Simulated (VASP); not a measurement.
Input of a VASP 6.6.1 run:

File INCAR:

```
ALGO = Normal
EDIFF = 1E-7
ENCUT = 520
GGA = PE
ISIF = 2
ISMEAR = -1
LASPH = T
LCHARG = T
LELF = T
LREAL = F
LVHAR = T
LWAVE = F
NBANDS = 10
NELM = 100
PREC = Accurate
SIGMA = 0.05
```

Contents of KPOINTS:

```
k-points
0
Gamma
  13 13 13
```

File POSCAR:

```
Na
1.0
   -1.8454047138      1.8454047138      1.8454047138
    1.8454047138     -1.8454047138      1.8454047138
    1.8454047138      1.8454047138     -1.8454047138
Na
1
Direct
    0.0000000000      0.0000000000      0.0000000000
```

Potentials or basis: VASP PAW PBE potentials, release 64 (Na_pv).

Run with:

```sh
$ cat potpaw_PBE.64/Na_pv/POTCAR > POTCAR
$ mpirun -np 1 vasp_std > vasp.out
```

Task: What does it give for the pressure?

Result: 6.1 GPa.

Task: What does it give for the band gap on the k mesh?

Result: Zero (an odd number of electrons rules out a gap without spin polarisation).

Caveat: the cell stands under pressure.
